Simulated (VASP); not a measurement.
# SrTiO3 (a cell with a defect) in VASP: notebook

The runs below take SrTiO3 (a cell with a defect) through single point, with PBEsol, r2SCAN.

Program: VASP 6.6.1. These are calculated values, not measurements. Logs are shortened: lines on timing, memory, paths and dates and some standing lists are left out, and cuts for length are marked.

### 1 The cell of the first run

The cell holds a defect, 40 atoms: a = 7.783 Å, b = 7.783 Å, c = 7.783 Å, α = 90.00°, β = 90.00°, γ = 90.00°.

### 2 Single point, PBEsol

Input file INCAR:

```
ALGO     = Normal         # electronic algorithm
EDIFF    = 1E-7           # SCF threshold, eV
ENCUT    = 520            # plane-wave cutoff, eV
GGA      = PS             # functional
ISIF     = 2              # what is computed and relaxed
ISMEAR   = -1             # smearing method
ISYM     = 0            
LASPH    = True           # aspherical terms in the spheres
LCHARG   = False          # write CHGCAR
LREAL    = Auto         
LWAVE    = False          # write WAVECAR
NBANDS   = 186            # bands
NELM     = 60             # most SCF steps
PREC     = Accurate       # precision mode
SIGMA    = 0.05           # smearing width, eV
```

Input file KPOINTS:

```
Automatic mesh
0
Gamma
  1 1 1
  0.25 0.25 0.25
```

Input file POSCAR:

```
SrTiO3
1.0
    7.7828210000      0.0000000000      0.0000000000
    0.0000000000      7.7828210000      0.0000000000
    0.0000000000      0.0000000000      7.7828210000
Ti Sr O
8 8 24
Direct
    0.1037230000      0.0828440000      0.9904260000
    0.2694320000      0.2629490000      0.7323420000
    0.2482540000      0.7526900000      0.2571720000
    0.2522000000      0.7474340000      0.7627970000
    0.7519870000      0.2562380000      0.2623190000
    0.7555000000      0.2520400000      0.7656500000
    0.7574000000      0.7664200000      0.2505480000
    0.7523330000      0.7568000000      0.7620880000
    0.9768600000      0.9823840000      0.5177410000
    0.9949690000      0.5094580000      0.0035150000
    0.9809580000      0.5291490000      0.5076090000
    0.5183870000      0.9948920000      0.0013380000
    0.5039780000      0.9916210000      0.5092720000
    0.5118500000      0.5055480000      0.0129990000
    0.5194300000      0.5209320000      0.5067520000
    0.2401640000      0.2589350000      0.2835240000
    0.2655130000      0.2662010000      0.9809970000
    0.2199840000      0.1535440000      0.5410520000
    0.2515100000      0.6885340000      0.9875440000
    0.2461590000      0.7914740000      0.4963730000
    0.7000430000      0.2525670000      0.9911350000
    0.8115310000      0.2550270000      0.4955130000
    0.7362480000      0.7476370000      0.0005840000
    0.7441550000      0.7444280000      0.5014440000
    0.9729270000      0.1886390000      0.1538800000
    0.9985780000      0.2211400000      0.8017650000
    0.9870370000      0.7919070000      0.2507870000
    0.9946330000      0.7472400000      0.7504920000
    0.5242660000      0.2869820000      0.2891030000
    0.5046540000      0.2539310000      0.7071300000
    0.4908270000      0.7270520000      0.2506870000
    0.4958420000      0.7396440000      0.7472550000
    0.2478840000      0.9812700000      0.1579000000
    0.2509090000      0.9855810000      0.8107800000
    0.1810580000      0.5329690000      0.2711280000
    0.2401910000      0.4927250000      0.6905550000
    0.7077350000      0.0005320000      0.2653860000
    0.7322330000      0.9967260000      0.7409240000
    0.7841940000      0.5001210000      0.2435220000
    0.7558880000      0.4957120000      0.7520230000
```

Potentials or basis: VASP PAW PBE potentials, release 64 (Ti_sv, Sr_sv, O).

The run is started by

```
$ cat potpaw_PBE.64/Ti_sv/POTCAR potpaw_PBE.64/Sr_sv/POTCAR potpaw_PBE.64/O/POTCAR > POTCAR
$ mpirun -np 1 vasp_std > vasp.out
```

OUTCAR:

```text
EDIFF = 1E-7
   ENCUT = 520
   GGA = PS
   ISIF = 2
   ISMEAR = -1
   ISYM = 0
   LASPH = True
   LREAL = Auto
   NELM = 60
   PREC = Accurate

 ion  position               nearest neighbor table
   1  0.104  0.083  0.990-  25 1.83  33 1.89  17 1.90  34 1.96  26 2.00   2 2.77  16 2.87  12 3.30
                            10 3.43   9 3.89
   2  0.269  0.263  0.732-  18 1.76  36 1.83  30 1.84  17 1.94  26 2.20  34 2.25   1 2.77  13 3.29
                            15 3.30  14 3.45  16 3.50  11 3.52  12 3.53  10 3.56   9 3.57
   3  0.248  0.753  0.257-  35 1.79  20 1.89  31 1.90  33 1.94  27 2.06  19 2.16  11 3.34  13 3.36
                            10 3.37  15 3.39  14 3.39   9 3.43  12 3.46  16 3.85  16 3.95
   4  0.252  0.747  0.763-  19 1.81  34 1.89  32 1.90  28 2.01  36 2.06  20 2.10  10 3.31  11 3.36
                            13 3.37  15 3.38  14 3.38  12 3.38   9 3.40
   5  0.752  0.256  0.262-  29 1.80  22 1.87  39 1.92  25 1.99  37 2.02  21 2.15  14 3.32  15 3.34
                            11 3.37  10 3.39   9 3.40  12 3.40  13 3.41  16 3.80  16 3.99
   6  0.755  0.252  0.766-  21 1.81  40 1.90  26 1.93  38 2.00  30 2.00  22 2.15  12 3.28  10 3.30
                             9 3.33  14 3.35  11 3.43  15 3.44  13 3.45
   7  0.757  0.766  0.251-  27 1.80  37 1.87  23 1.96  24 1.96  39 2.08  31 2.10   9 3.17  12 3.22
                            11 3.23  13 3.32  15 3.33  10 3.33  14 3.35
   8  0.752  0.757  0.762-  23 1.86  38 1.88  28 1.89  32 2.00  24 2.03  40 2.03   9 3.12  12 3.20
                            11 3.20  15 3.26  10 3.29  13 3.31  14 3.34
   9  0.977  0.982  0.518-  18 2.32  22 2.49  27 2.55  20 2.57  28 2.58  38 2.58  24 2.59  37 2.87
                            26 2.89  34 3.12   8 3.12   7 3.17  25 3.26   6 3.33   5 3.40   4 3.40
  10  0.995  0.509  0.004-  19 2.44  39 2.49  35 2.54  28 2.70  40 2.70  23 2.74  26 2.74  25 2.76
                            17 2.84  27 2.92  21 3.05  36 3.10   8 3.29   6 3.30   4 3.31   7 3.33
  11  0.981  0.529  0.508-  35 2.41  36 2.49  24 2.49  22 2.51  28 2.54  39 2.57  40 2.60  27 2.86
                            20 2.90   8 3.20   7 3.23  26 3.32   3 3.34   4 3.36   5 3.37  16 3.40
[... 17 lines left out ...]
  24  0.744  0.744  0.501-   7 1.96   8 2.03  15 2.47  11 2.49   9 2.59  13 2.68
  25  0.973  0.189  0.154-   1 1.83   5 1.99  16 2.38  10 2.76   9 3.26
  26  0.999  0.221  0.802-   6 1.93   1 2.00   2 2.20  10 2.74   9 2.89  11 3.32
  27  0.987  0.792  0.251-   7 1.80   3 2.06   9 2.55  11 2.86  10 2.92
  28  0.995  0.747  0.750-   8 1.89   4 2.01  11 2.54   9 2.58  10 2.70
  29  0.524  0.287  0.289-   5 1.80  16 2.22  15 2.49  14 2.74  13 2.87  12 3.19
  30  0.505  0.254  0.707-   2 1.84   6 2.00  13 2.56  15 2.60  12 3.05  14 3.08
  31  0.491  0.727  0.251-   3 1.90   7 2.10  14 2.53  15 2.57  12 2.86  13 2.88
  32  0.496  0.740  0.747-   4 1.90   8 2.00  15 2.54  13 2.70  14 2.76  12 2.81
  33  0.248  0.981  0.158-   1 1.89   3 1.94  16 2.37  12 2.43  13 3.38   9 3.51
  34  0.251  0.986  0.811-   4 1.89   1 1.96   2 2.25  12 2.56  13 3.06   9 3.12
  35  0.181  0.533  0.271-   3 1.79  16 2.18  11 2.41  10 2.54  15 3.21  14 3.27
  36  0.240  0.493  0.691-   2 1.83   4 2.06  11 2.49  15 2.61  10 3.10  14 3.28
  37  0.708  0.001  0.265-   7 1.87   5 2.02  13 2.47  12 2.53   9 2.87
  38  0.732  0.997  0.741-   8 1.88   6 2.00  13 2.53   9 2.58  12 2.62
  39  0.784  0.500  0.244-   5 1.92   7 2.08  10 2.49  11 2.57  14 2.78  15 2.91
  40  0.756  0.496  0.752-   6 1.90   8 2.03  11 2.60  15 2.66  10 2.70  14 2.78

IMPORTANT INFORMATION: All symmetrisations will be switched off!
NOSYMM: (Re-)initialisation of all symmetry stuff for point group C_1.

----------------------------------------------------------------------------------------

                                     Primitive cell

  volume of cell :     471.4234

  direct lattice vectors                    reciprocal lattice vectors
     7.782821000  0.000000000  0.000000000     0.128488115  0.000000000  0.000000000
     0.000000000  7.782821000  0.000000000     0.000000000  0.128488115  0.000000000
     0.000000000  0.000000000  7.782821000     0.000000000  0.000000000  0.128488115

  length of vectors
     7.782821000  7.782821000  7.782821000     0.128488115  0.128488115  0.128488115

  position of ions in fractional coordinates (direct lattice)
     0.103723000  0.082844000  0.990426000
     0.269432000  0.262949000  0.732342000
     0.248254000  0.752690000  0.257172000
     0.252200000  0.747434000  0.762797000
     0.751987000  0.256238000  0.262319000
     0.755500000  0.252040000  0.765650000
[... 32 lines left out ...]
     0.784194000  0.500121000  0.243522000
     0.755888000  0.495712000  0.752023000

  ion indices of the primitive-cell ions
   primitive index   ion index
                 1           1
                 2           2
                 3           3
                 4           4
                 5           5
                 6           6
[... 32 lines left out ...]
                39          39
                40          40

----------------------------------------------------------------------------------------

 KPOINTS: Automatic mesh

Automatic generation of k-mesh.
 Grid dimensions read from file:
 generate k-points for:    1    1    1

 Generating k-lattice:

  Cartesian coordinates                     Fractional coordinates (reciprocal lattice)
     0.128488115  0.000000000  0.000000000     1.000000000  0.000000000  0.000000000
     0.000000000  0.128488115  0.000000000     0.000000000  1.000000000  0.000000000
     0.000000000  0.000000000  0.128488115     0.000000000  0.000000000  1.000000000

  Length of vectors
     0.128488115  0.128488115  0.128488115

  Shift w.r.t. Gamma in fractional coordinates (k-lattice)
     0.250000000  0.250000000  0.250000000

 Subroutine IBZKPT returns following result:
 ===========================================

 Found      4 irreducible k-points:

 Following reciprocal coordinates:
            Coordinates               Weight
  0.250000  0.250000  0.250000      2.000000
 -0.250000  0.250000  0.250000      2.000000
 -0.250000 -0.250000  0.250000      2.000000
  0.250000 -0.250000  0.250000      2.000000
   k-points           NKPTS =      4   k-points in BZ     NKDIM =      4   number of bands    NBANDS=    186
   number of dos      NEDOS =    301   number of ions     NIONS =     40
   total plane-waves  NPLWV = 216000
   dimension x,y,z NGX =    60 NGY =   60 NGZ =   60
   dimension x,y,z NGXF=   120 NGYF=  120 NGZF=  120
   ions per type =               8   8  24
   NGX,Y,Z   is equivalent  to a cutoff of  12.82, 12.82, 12.82 a.u.
   NGXF,Y,Z  is equivalent  to a cutoff of  25.63, 25.63, 25.63 a.u.
 SYSTEM =  unknown system
   PREC   = accura    normal or accurate (medium, high low for compatibility)
   ISTART =      0    job   : 0-new  1-cont  2-samecut
   ICHARG =      2    charge: 1-file 2-atom 10-const
   ISPIN  =      1    spin polarized calculation?
   LNONCOLLINEAR =      F non collinear calculations
   LSORBIT =      F    spin-orbit coupling
   LASPH  =      T    aspherical Exc in radial PAW
   ENCUT  =  520.0 eV  38.22 Ry    6.18 a.u.  14.47 14.47 14.47*2*pi/ulx,y,z
   NELM   =     60;   NELMIN=  2; NELMDL= -5     # of ELM steps
   EDIFF  = 0.1E-06   stopping-criterion for ELM
   LREAL  =      T    real-space projection
   EDIFFG = 0.1E-05   stopping-criterion for IOM
   NSW    =      0    number of steps for IOM
   IBRION =     -1    ionic relax: 0-MD 1-quasi-New 2-CG
   NFREE  =      0    steps in history (QN), initial steepest desc. (CG)
   ISIF   =      2    stress and relaxation
   ISYM   =      0    0-nonsym 1-usesym 2-fastsym
   POTIM  = 0.5000    time-step for ionic-motion
   TEBEG  =    0.0;   TEEND  =   0.0 temperature during run
   PSTRESS=    0.0 pullay stress
   NELECT =     320.0000    total number of electrons
   NUPDOWN=      -1.0000    fix difference up-down
   EMIN   =  10.00;   EMAX   =-10.00  energy-range for DOS
   EFERMI =   0.00;   METHOD = LEGACY
   ISMEAR =    -1;   SIGMA  =   0.05  broadening in eV -4-tet -1-fermi 0-gaus
   EFERMI_NEDOS =   21; number of points for ismear=-14 and -15
   IALGO  =     38    algorithm
   IMIX   =      4    mixing-type and parameters
     AMIX     =   0.40;   BMIX     =  1.00
     AMIX_MAG =   1.60;   BMIX_MAG =  1.00
  volume/ion in A,a.u.               =      11.79        79.53
  Fermi-wavevector in a.u.,A,eV,Ry     =   1.438758  2.718859 28.164398  2.070025
  Thomas-Fermi vector in A             =   2.557689
   LORBIT       =      0    0 simple, 1 ext, 2 COOP (PROOUT), +10 PAW based schemes
   GGA     = PS    functional components
   LHFCALC =     F    Hartree Fock is set to
   AEXX    =    0.0000 exact exchange contribution
   IVDW    =     0    specifies the selected vdW correction
   LEPSILON=     F    determine dielectric tensor
   LRPA    =     F    only Hartree local field effects (RPA)
 non-spin polarized calculation
  energy-cutoff  :      520.00
  volume of cell :      471.42
 maximum number of plane-waves:     12704
 NGX is ok and might be reduce to    60
   NGX = 29   NGY = 29   NGZ = 29

 number of electron     320.0000007 magnetization

 Free energy of the ion-electron system (eV)
  ---------------------------------------------------
  ext. energy  EPLUGINS =         0.00000000
  ---------------------------------------------------
  free energy    TOTEN  =      -330.19360840 eV

  energy without entropy =     -330.19360840  energy(sigma->0) =     -330.19360840

 E-fermi :   5.0784     XC(G=0): -11.5193

 val. band max:        3.7439366626   @ k =  -0.2500   0.2500   0.2500
 cond. band min:       6.3972873835   @ k =  -0.2500  -0.2500   0.2500
 fundamental gap:      2.6533507209
 Fermi energy:         5.0784203460

 k-point     1 :       0.2500    0.2500    0.2500
  band No.  band energies     occupation
      1     -52.5685      2.00000
      2     -52.1848      2.00000
      3     -52.1066      2.00000
      4     -52.0385      2.00000
      5     -51.8560      2.00000
      6     -51.7845      2.00000
[... 689 lines left out ...]
    171       7.6449      0.00000
    172       7.6572      0.00000
 [bands above 172 left out]

------------------------ aborting loop because EDIFF is reached ----------------------------------------

  FORCE on cell =-STRESS in cart. coord.  units (eV):
  Direction    XX          YY          ZZ          XY          YZ          ZX
  --------------------------------------------------------------------------------------
  -------------------------------------------------------------------------------------
  Total       28.9929289     27.1891057     27.4575620      2.9385044     -0.2994412      1.2519187
  in kB       98.5352328     92.4047675     93.3171419      9.9867873     -1.0176795      4.2547651
  external PRESSURE =      94.7523807 kB  Pullay stress =       0.0000000 kB

 VOLUME and BASIS-vectors are now :
 -----------------------------------------------------------------------------
  energy-cutoff  :      520.00
  volume of cell :      471.42
      direct lattice vectors                 reciprocal lattice vectors
     7.782821000  0.000000000  0.000000000     0.128488115  0.000000000  0.000000000
     0.000000000  7.782821000  0.000000000     0.000000000  0.128488115  0.000000000
     0.000000000  0.000000000  7.782821000     0.000000000  0.000000000  0.128488115

 POSITION                                       TOTAL-FORCE (eV/Angst)
 -----------------------------------------------------------------------------------
      0.80726      0.64476      7.70831        -0.000678     -0.044214     -0.083127
      2.09694      2.04648      5.69969        -0.072540      0.003878      0.097265
      1.93212      5.85805      2.00152        -0.009816      0.032467     -0.055858
      1.96283      5.81715      5.93671        -0.087713     -0.028980     -0.052600
      5.85258      1.99425      2.04158         0.018594     -0.051216     -0.051244
      5.87992      1.96158      5.95892        -0.015855     -0.059277     -0.086061
[... 32 lines left out ...]
      6.10324      3.89235      1.89529         0.002747      0.033491      0.004894
      5.88294      3.85804      5.85286        -0.011323      0.063370      0.043011
 -----------------------------------------------------------------------------------
    total drift:                               -0.018771     -0.004031      0.013014

  FREE ENERGIE OF THE ION-ELECTRON SYSTEM (eV)
  ---------------------------------------------------
  free  energy   TOTEN  =      -330.1936084030 eV

  energy  without entropy=     -330.1936084030  energy(sigma->0) =     -330.19360840
```

Run time: 9.7 min. Hardware: 1 thread of AMD EPYC 9R45 (Zen 5), shared host; peak memory 0.59 GiB.

Results:

| Property | Result |
| --- | --- |
| Free energy | -330.1936 eV |
| Pressure | 9.5 GPa |
| Largest force | 0.153 eV/Å |
| Band gap on the k mesh | 2.65 eV |

Forces on the atoms (eV/Å):
```
Ti  -0.001 -0.044 -0.083
Ti  -0.073  0.004  0.097
Ti  -0.010  0.032 -0.056
Ti  -0.088 -0.029 -0.053
Ti   0.019 -0.051 -0.051
Ti  -0.016 -0.059 -0.086
Ti  -0.068 -0.092 -0.072
Ti  -0.056 -0.118 -0.081
Sr  -0.014  0.006 -0.032
Sr  -0.008 -0.021 -0.048
Sr  -0.034 -0.020  0.023
Sr   0.012 -0.015 -0.031
Sr  -0.016 -0.016  0.006
Sr  -0.015 -0.007 -0.018
Sr  -0.019 -0.019 -0.028
Sr  -0.022 -0.052 -0.012
O    0.033  0.022 -0.011
O    0.028 -0.026  0.030
O    0.020  0.025  0.031
O    0.031 -0.024  0.050
O    0.017  0.011  0.076
O    0.016  0.010  0.041
O    0.024  0.015  0.065
O   -0.007  0.041  0.043
O   -0.057 -0.001  0.019
O    0.023 -0.015  0.027
O    0.046  0.021  0.005
O    0.071  0.062  0.029
O    0.005 -0.002 -0.019
O    0.012  0.023 -0.025
O    0.021  0.038  0.028
O    0.052  0.007  0.047
O   -0.008 -0.018  0.036
O   -0.016 -0.003 -0.003
O    0.008  0.036 -0.003
O    0.032  0.043 -0.026
O    0.026  0.063  0.020
O    0.040  0.075  0.016
O    0.003  0.033  0.005
O   -0.011  0.063  0.043
```

Caveat: the k points lie up to 0.81 Å⁻¹ apart; the PAW data sets were made with another functional, which shifts forces and pressure a little.

(Part 1 of 2 ends here.)
